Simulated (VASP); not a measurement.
# Fe (Fm-3m) in VASP: notebook

Fe is run at these levels: PBE; tasks: single point.

Program: VASP 6.6.1. These are calculated values, not measurements. Logs are shortened: lines on timing, memory, paths and dates and some standing lists are left out, and cuts for length are marked.

## (1) The cell of the first run

Symmetry: Fm-3m, No. 225, cubic system. The conventional cell has a = 3.450 Å, b = 3.450 Å, c = 3.450 Å, α = 90.00°, β = 90.00°, γ = 90.00°. Within 3.2 Å of Fe (site symmetry m-3m) lie 12 Fe at 2.44 Å.

## (2) Single point, PBE

Input file INCAR:

```
ALGO = Normal ; EDIFF = 1E-6
ENCUT = 520 ; GGA = PE
ISIF = 2 ; ISMEAR = -1
LASPH = True ; LCHARG = False
LREAL = False ; LWAVE = False
NBANDS = 10 ; NELM = 80
PREC = Accurate ; SIGMA = 0.06122561905347299
```

Input file KPOINTS:

```
k-points
0
Gamma
  18 18 18
```

Input file POSCAR:

```
Fe
1.0
    0.0000000000      1.7250450174      1.7250450174
    1.7250450174      0.0000000000      1.7250450174
    1.7250450174      1.7250450174      0.0000000000
Fe
1
Direct
    0.0000000000      0.0000000000      0.0000000000
```

Potentials or basis: VASP PAW PBE potentials, release 64 (Fe).

On the command line:

```
cat potpaw_PBE.64/Fe/POTCAR > POTCAR
mpirun -np 1 vasp_std > vasp.out
```

OUTCAR:

```text
EDIFF = 1E-6
   ENCUT = 520
   GGA = PE
   ISIF = 2
   ISMEAR = -1
   LASPH = True
   LREAL = False
   NELM = 80
   PREC = Accurate

 ion  position               nearest neighbor table
   1  0.000  0.000  0.000-

  LATTYP: Found a face centered cubic cell.
 ALAT       =     3.4500900348

  Lattice vectors:

 A1 = (   0.0000000000,   1.7250450174,   1.7250450174)
 A2 = (   1.7250450174,   0.0000000000,   1.7250450174)
 A3 = (   1.7250450174,   1.7250450174,   0.0000000000)

Analysis of symmetry for initial positions (statically):
=====================================================================
 Subroutine PRICEL returns:
 Original cell was already a primitive cell.

 Routine SETGRP: Setting up the symmetry group for a
 face centered cubic supercell.

 Subroutine GETGRP returns: Found 48 space group operations
 (whereof 48 operations were pure point group operations)
 out of a pool of 48 trial point group operations.

The static configuration has the point symmetry O_h .

Analysis of symmetry for dynamics (positions and initial velocities):
=====================================================================
 Subroutine PRICEL returns:
 Original cell was already a primitive cell.

 Routine SETGRP: Setting up the symmetry group for a
 face centered cubic supercell.

 Subroutine GETGRP returns: Found 48 space group operations
 (whereof 48 operations were pure point group operations)
 out of a pool of 48 trial point group operations.

The dynamic configuration has the point symmetry O_h .

 Subroutine INISYM returns: Found 48 space group operations
 (whereof 48 operations are pure point group operations),
 and found     1 'primitive' translations

----------------------------------------------------------------------------------------

                                     Primitive cell

  volume of cell :      10.2667

  direct lattice vectors                    reciprocal lattice vectors
     0.000000000  1.725045017  1.725045017    -0.289847508  0.289847508  0.289847508
     1.725045017  0.000000000  1.725045017     0.289847508 -0.289847508  0.289847508
     1.725045017  1.725045017  0.000000000     0.289847508  0.289847508 -0.289847508

  length of vectors
     2.439582059  2.439582059  2.439582059     0.502030611  0.502030611  0.502030611

  position of ions in fractional coordinates (direct lattice)
     0.000000000  0.000000000  0.000000000

  ion indices of the primitive-cell ions
   primitive index   ion index
                 1           1

[... 73 lines left out ...]
   EDIFFG = 0.1E-04   stopping-criterion for IOM
   NSW    =      0    number of steps for IOM
   IBRION =     -1    ionic relax: 0-MD 1-quasi-New 2-CG
   NFREE  =      0    steps in history (QN), initial steepest desc. (CG)
   ISIF   =      2    stress and relaxation
   ISYM   =      2    0-nonsym 1-usesym 2-fastsym
   POTIM  = 0.5000    time-step for ionic-motion
   TEBEG  =    0.0;   TEEND  =   0.0 temperature during run
   PSTRESS=    0.0 pullay stress
   NELECT =       8.0000    total number of electrons
   NUPDOWN=      -1.0000    fix difference up-down
   EMIN   =  10.00;   EMAX   =-10.00  energy-range for DOS
   EFERMI =   0.00;   METHOD = LEGACY
   ISMEAR =    -1;   SIGMA  =   0.06  broadening in eV -4-tet -1-fermi 0-gaus
   EFERMI_NEDOS =   21; number of points for ismear=-14 and -15
   IALGO  =     38    algorithm
   IMIX   =      4    mixing-type and parameters
     AMIX     =   0.40;   BMIX     =  1.00
     AMIX_MAG =   1.60;   BMIX_MAG =  1.00
  volume/ion in A,a.u.               =      10.27        69.28
  Fermi-wavevector in a.u.,A,eV,Ry     =   1.506472  2.846819 30.877849  2.269458
  Thomas-Fermi vector in A             =   2.617185
   LORBIT       =      0    0 simple, 1 ext, 2 COOP (PROOUT), +10 PAW based schemes
   GGA     = PE    functional components
   LHFCALC =     F    Hartree Fock is set to
   AEXX    =    0.0000 exact exchange contribution
   IVDW    =     0    specifies the selected vdW correction
   LEPSILON=     F    determine dielectric tensor
   LRPA    =     F    only Hartree local field effects (RPA)
 non-spin polarized calculation
  energy-cutoff  :      520.00
  volume of cell :       10.27
 maximum number of plane-waves:       291
   NGX =  9   NGY =  9   NGZ =  9

 number of electron       8.0000007 magnetization

 Free energy of the ion-electron system (eV)
  ---------------------------------------------------
  ext. energy  EPLUGINS =         0.00000000
  ---------------------------------------------------
  free energy    TOTEN  =        -8.08609672 eV

  energy without entropy =       -8.06449932  energy(sigma->0) =       -8.07529802

 E-fermi :   6.7508     XC(G=0): -13.7489

 val. band max:        6.7492354340   @ k =   0.3333   0.2778   0.0000
 cond. band min:       6.7596151159   @ k =   0.1667   0.0556   0.0000
 fundamental gap:      0.0103796819
 Fermi energy:         6.7508323372

 k-point     1 :       0.0000    0.0000    0.0000
  band No.  band energies     occupation
      1      -2.0496      2.00000
      2       5.1447      2.00000
      3       5.1447      2.00000
      4       5.1447      2.00000
      5       6.6885      1.46910
      6       6.6885      1.46910
      7      30.0672      0.00000
      8      35.5497      0.00000
      9      35.5497      0.00000
     10      35.5497      0.00000
[... 287 lines left out ...]
 k-point    24 :      -0.2222    0.0556    0.0000
  band No.  band energies     occupation
      1       0.2433      2.00000
      2       4.5584      2.00000
      3       5.4100      2.00000
      4       5.4871      2.00000
      5       6.5644      1.90913
      6       7.0314      0.02025
      7      23.6281      0.00000
      8      29.6846      0.00000
      9      33.4169      0.00000
     10      36.0677      0.00000

 [... further k-points ...]
[... 5 lines left out ...]
  --------------------------------------------------------------------------------------
  -------------------------------------------------------------------------------------
  Total       -0.0456882     -0.0456882     -0.0456882      0.0000000     -0.0000000      0.0000000
  in kB       -7.1299012     -7.1299012     -7.1299012      0.0000000     -0.0000000      0.0000000
  external PRESSURE =      -7.1299012 kB  Pullay stress =       0.0000000 kB

 VOLUME and BASIS-vectors are now :
 -----------------------------------------------------------------------------
  energy-cutoff  :      520.00
  volume of cell :       10.27
      direct lattice vectors                 reciprocal lattice vectors
     0.000000000  1.725045017  1.725045017    -0.289847508  0.289847508  0.289847508
     1.725045017  0.000000000  1.725045017     0.289847508 -0.289847508  0.289847508
     1.725045017  1.725045017  0.000000000     0.289847508  0.289847508 -0.289847508

 POSITION                                       TOTAL-FORCE (eV/Angst)
 -----------------------------------------------------------------------------------
      0.00000      0.00000      0.00000         0.000000      0.000000      0.000000
 -----------------------------------------------------------------------------------
    total drift:                                0.000000     -0.000000     -0.000000

  FREE ENERGIE OF THE ION-ELECTRON SYSTEM (eV)
  ---------------------------------------------------
  free  energy   TOTEN  =        -8.0860967186 eV

  energy  without entropy=       -8.0644993178  energy(sigma->0) =       -8.07529802
```

OSZICAR:

```text
N       E                     dE             d eps       ncg     rms          rms(c)
DAV:   1     0.171845458065E+02    0.17185E+02   -0.43773E+03  4080   0.106E+03
DAV:   2    -0.911370582759E+01   -0.26298E+02   -0.24802E+02  3984   0.135E+02
DAV:   3    -0.965442922645E+01   -0.54072E+00   -0.53793E+00  4342   0.239E+01
DAV:   4    -0.965648862708E+01   -0.20594E-02   -0.20591E-02  4164   0.138E+00
DAV:   5    -0.965650248741E+01   -0.13860E-04   -0.13860E-04  4174   0.111E-01    0.121E+01
DAV:   6    -0.821084631357E+01    0.14457E+01   -0.13037E+01  4244   0.562E+01    0.191E+00
DAV:   7    -0.810556704207E+01    0.10528E+00   -0.70094E-01  4296   0.127E+01    0.737E-01
DAV:   8    -0.809136095647E+01    0.14206E-01   -0.89078E-03  5734   0.928E-01    0.325E-01
DAV:   9    -0.808611071431E+01    0.52502E-02   -0.38065E-03  4758   0.384E-01    0.554E-02
DAV:  10    -0.808609770329E+01    0.13011E-04   -0.37177E-05  5200   0.775E-02    0.179E-02
DAV:  11    -0.808609671858E+01    0.98471E-06   -0.11818E-06  2608   0.103E-02
   1 F= -.80860967E+01 E0= -.80752980E+01  d E =-.215974E-01
```

stdout:

```text
POSCAR found type information on POSCAR Fe
 POSCAR found :  1 types and       1 ions
 scaLAPACK will be used
 LDA part: xc-table for (Slater+PW92), standard interpolation
 POSCAR, INCAR and KPOINTS ok, starting setup
 FFT: planning ... GRIDC
 FFT: planning ... GRID_SOFT
 FFT: planning ... GRID
 WAVECAR not read
 entering main loop
```

It took 28 s on 1 thread of Intel Xeon 6975P-C, shared host; peak memory 0.13 GiB.

What came out:

```yaml
Free_energy: -8.0861 eV
Pressure: -0.7 GPa
Band_gap_on_the_k_mesh: zero (band 4 reaches 8.03 eV, above the bottom of band 5 at 6.07 eV)
```

Caveat: the run has no spin polarisation, though such a crystal can be magnetic. Spin polarisation is off, so any magnetic state and its effect on volume and gap are missing.

## (3) Single point, PBE

This run uses another cell than the first one, of 10.47 Å³/atom, 1.020 times its volume.

Input file INCAR:

```
PREC = Accurate
ENCUT = 520
EDIFF = 1E-7
ISMEAR = -1
SIGMA = 0.06122561905347299
LREAL = F
LASPH = T
NELM = 80
ALGO = Normal
ISIF = 2
LWAVE = F
LCHARG = F
GGA = PE
NBANDS = 10
```

Input file KPOINTS:

```
regular mesh
0
Gamma
  18 18 18
```

Input file POSCAR:

```
Fe
1.0
    0.0000000000      1.7364694895      1.7364694895
    1.7364694895      0.0000000000      1.7364694895
    1.7364694895      1.7364694895      0.0000000000
Fe
1
Direct
    0.0000000000      0.0000000000      0.0000000000
```

Potentials or basis: VASP PAW PBE potentials, release 64 (Fe).

On the command line:

```
cat potpaw_PBE.64/Fe/POTCAR > POTCAR
mpirun -np 1 vasp_std > vasp.out
```

Run time: 34 s. Hardware: 1 thread of Intel Xeon 6975P-C, shared host; peak memory 0.14 GiB.

Results (log left out):

| Property | Result |
| --- | --- |
| Free energy | -8.0817 eV |
| Pressure | -6.0 GPa |
| Band gap on the k mesh | zero (band 4 reaches 7.77 eV, above the bottom of band 5 at 5.87 eV) |

Levels at points of the mesh, in eV from the Fermi level:
```tsv
k point	band 1	band 2	band 3	band 4	band 5	band 6	band 7	band 8	band 9
(0.00, 0.00, 0.00)	-8.69	-1.56	-1.56	-1.56	-0.06	-0.06	23.15	28.49	28.49
(0.50, 0.00, 0.00)	-4.70	-1.65	-1.65	0.21	0.97	0.97	8.12	21.73	26.61
(0.50, 0.50, 0.00)	-4.77	-4.04	0.94	1.24	1.24	3.22	11.50	16.02	16.02
```

Caveat: the run has no spin polarisation, though such a crystal can be magnetic.

## (4) Single point, PBE

This run uses another cell than the first one, of 10.68 Å³/atom, 1.040 times its volume.

Input file INCAR:

```
SYSTEM = Fe
ALGO     = Normal         ! electronic algorithm
EDIFF    = 1E-7           ! SCF threshold, eV
ENCUT    = 520            ! plane-wave cutoff, eV
GGA      = PE             ! functional
ISIF     = 2              ! what is computed and relaxed
ISMEAR   = -1             ! smearing method
LASPH    = .TRUE.         ! aspherical terms in the spheres
LCHARG   = .TRUE.         ! write CHGCAR
LELF     = .TRUE.         ! ELF
LREAL    = .FALSE.        ! projectors in reciprocal space
LVHAR    = .TRUE.       
LWAVE    = .FALSE.        ! write WAVECAR
NBANDS   = 10             ! bands
NELM     = 100            ! most SCF steps
PREC     = Accurate       ! precision mode
SIGMA    = 0.06122561905347299 ! smearing width, eV
```

Input file KPOINTS:

```
k-points
0
G
  18 18 18
  0 0 0
```

Input file POSCAR:

```
Fe
1.0
    0.0000000000      1.7477455814      1.7477455814
    1.7477455814      0.0000000000      1.7477455814
    1.7477455814      1.7477455814      0.0000000000
Fe
1
Direct
    0.0000000000      0.0000000000      0.0000000000
```

Potentials or basis: VASP PAW PBE potentials, release 64 (Fe).

On the command line:

```
cat potpaw_PBE.64/Fe/POTCAR > POTCAR
mpirun -np 1 vasp_std > vasp.out
```

OUTCAR:

```text
SYSTEM = Fe
   EDIFF = 1E-7
   ENCUT = 520
   GGA = PE
   ISIF = 2
   ISMEAR = -1
   LASPH = .TRUE.
   LREAL = .FALSE.
   NELM = 100
   PREC = Accurate

 ion  position               nearest neighbor table
   1  0.000  0.000  0.000-

  LATTYP: Found a face centered cubic cell.
 ALAT       =     3.4954911628

  Lattice vectors:

 A1 = (   0.0000000000,   1.7477455814,   1.7477455814)
 A2 = (   1.7477455814,   0.0000000000,   1.7477455814)
[... 490 lines left out ...]
     10      34.9249      0.00000

 [... further k-points ...]

------------------------ aborting loop because EDIFF is reached ----------------------------------------

  FORCE on cell =-STRESS in cart. coord.  units (eV):
  Direction    XX          YY          ZZ          XY          YZ          ZX
  --------------------------------------------------------------------------------------
  -------------------------------------------------------------------------------------
  Total       -0.7179000     -0.7179000     -0.7179000      0.0000000      0.0000000      0.0000000
  in kB     -107.7233648   -107.7233648   -107.7233648      0.0000000      0.0000000      0.0000000
  external PRESSURE =    -107.7233648 kB  Pullay stress =       0.0000000 kB

 VOLUME and BASIS-vectors are now :
 -----------------------------------------------------------------------------
  energy-cutoff  :      520.00
  volume of cell :       10.68
      direct lattice vectors                 reciprocal lattice vectors
     0.000000000  1.747745581  1.747745581    -0.286082829  0.286082829  0.286082829
     1.747745581  0.000000000  1.747745581     0.286082829 -0.286082829  0.286082829
     1.747745581  1.747745581  0.000000000     0.286082829  0.286082829 -0.286082829

 POSITION                                       TOTAL-FORCE (eV/Angst)
 -----------------------------------------------------------------------------------
      0.00000      0.00000      0.00000         0.000000      0.000000      0.000000
 -----------------------------------------------------------------------------------
    total drift:                               -0.000000      0.000000      0.000000

  FREE ENERGIE OF THE ION-ELECTRON SYSTEM (eV)
  ---------------------------------------------------
  free  energy   TOTEN  =        -8.0708191709 eV

  energy  without entropy=       -8.0479719938  energy(sigma->0) =       -8.05939558
```

OSZICAR:

```text
N       E                     dE             d eps       ncg     rms          rms(c)
DAV:   1     0.162096827877E+02    0.16210E+02   -0.43875E+03  4188   0.106E+03
DAV:   2    -0.912756769703E+01   -0.25337E+02   -0.23775E+02  3942   0.130E+02
DAV:   3    -0.967372672988E+01   -0.54616E+00   -0.54179E+00  4358   0.240E+01
DAV:   4    -0.967585174791E+01   -0.21250E-02   -0.21248E-02  4216   0.138E+00
DAV:   5    -0.967586686356E+01   -0.15116E-04   -0.15116E-04  4198   0.113E-01    0.117E+01
DAV:   6    -0.821895738028E+01    0.14569E+01   -0.14316E+01  4240   0.580E+01    0.232E+00
DAV:   7    -0.808963917141E+01    0.12932E+00   -0.92839E-01  4298   0.143E+01    0.716E-01
DAV:   8    -0.807612775173E+01    0.13511E-01   -0.10080E-02  5754   0.103E+00    0.321E-01
DAV:   9    -0.807083110246E+01    0.52966E-02   -0.42891E-03  4884   0.405E-01    0.567E-02
DAV:  10    -0.807081981736E+01    0.11285E-04   -0.41612E-05  5206   0.820E-02    0.211E-02
DAV:  11    -0.807081894484E+01    0.87252E-06   -0.12287E-06  4206   0.103E-02    0.105E-03
DAV:  12    -0.807081904673E+01   -0.10189E-06   -0.57656E-09  2428   0.844E-04    0.714E-04
DAV:  13    -0.807081917760E+01   -0.13086E-06   -0.46925E-09  2010   0.762E-04    0.519E-05
DAV:  14    -0.807081917087E+01    0.67232E-08   -0.22212E-10  2000   0.243E-04
   1 F= -.80708192E+01 E0= -.80593956E+01  d E =-.228472E-01
```

stdout:

```text
POSCAR found type information on POSCAR Fe
 POSCAR found :  1 types and       1 ions
 scaLAPACK will be used
 LDA part: xc-table for (Slater+PW92), standard interpolation
 POSCAR, INCAR and KPOINTS ok, starting setup
 FFT: planning ... GRIDC
 FFT: planning ... GRID_SOFT
 FFT: planning ... GRID
 WAVECAR not read
 entering main loop
```

Wall time 33 s (1 thread of Intel Xeon 6975P-C, shared host); peak memory 0.14 GiB.

Results:

```
Free energy            : -8.0708 eV
Pressure               : -10.8 GPa
Band gap on the k mesh : zero (band 4 reaches 7.52 eV, above the bottom of band 5 at 5.67 eV)
```

Caveat: the run has no spin polarisation, though such a crystal can be magnetic.

## (5) Single point, PBE

This run uses another cell than the first one, of 10.88 Å³/atom, 1.060 times its volume.

Input file INCAR:

```
PREC = Accurate
ENCUT = 520
EDIFF = 1E-7
ISMEAR = -1
SIGMA = 0.06122561905347299
LREAL = False
LASPH = True
NELM = 80
ALGO = Normal
ISIF = 2
LWAVE = False
LCHARG = False
GGA = PE
NBANDS = 10
```

Input file KPOINTS:

```
Automatic mesh
0
Gamma
  18 18 18
```

Input file POSCAR:

```
Fe
1.0
    0.0000000000      1.7588780190      1.7588780190
    1.7588780190      0.0000000000      1.7588780190
    1.7588780190      1.7588780190      0.0000000000
Fe
1
Direct
    0.0000000000      0.0000000000      0.0000000000
```

On the command line:

```
cat potpaw_PBE.64/Fe/POTCAR > POTCAR
mpirun -np 1 vasp_std > vasp.out
```

Wall time 40 s (1 thread of Intel Xeon 6975P-C, shared host); peak memory 0.14 GiB.

It converged, with:

```
Free energy            : -8.0542 eV
Pressure               : -15.0 GPa
Band gap on the k mesh : zero (band 4 reaches 7.28 eV, above the bottom of band 5 at 5.49 eV)
```

Levels at points of the mesh, in eV from the Fermi level:
| k point | band 1 | band 2 | band 3 | band 4 | band 5 | band 6 | band 7 | band 8 | band 9 |
| --- | --- | --- | --- | --- | --- | --- | --- | --- | --- |
| (0.00, 0.00, 0.00) | -8.47 | -1.48 | -1.48 | -1.48 | -0.06 | -0.06 | 22.82 | 27.89 | 27.89 |
| (0.50, 0.00, 0.00) | -4.49 | -1.56 | -1.56 | 0.22 | 0.91 | 0.91 | 7.76 | 21.43 | 25.90 |
| (0.50, 0.50, 0.00) | -4.52 | -3.83 | 0.88 | 1.16 | 1.16 | 3.12 | 11.08 | 15.61 | 15.61 |

Caveat: the run has no spin polarisation, though such a crystal can be magnetic. Spin polarisation is off, so any magnetic state and its effect on volume and gap are missing.

## (6) The runs side by side

```tsv
cell	gap on the mesh (eV)	pressure (GPa)
a = 2.440 Å, angles 60.0°, 1 atom	none	-0.7
a = 2.456 Å, angles 60.0°, 1 atom	none	-6.0
a = 2.472 Å, angles 60.0°, 1 atom	none	-10.8
a = 2.487 Å, angles 60.0°, 1 atom	none	-15.0
```

Alike in all rows: task single point; level PBE; potentials or basis VASP PAW PBE potentials, release 64 (Fe); no spin polarisation; k mesh 18 × 18 × 18; cutoff (eV) 520; smearing fermi-dirac 0.0612256 eV.

Caveats: the run has no spin polarisation, though such a crystal can be magnetic.

Total energies depend on the potentials used, so only differences within one code and one set of settings carry meaning.
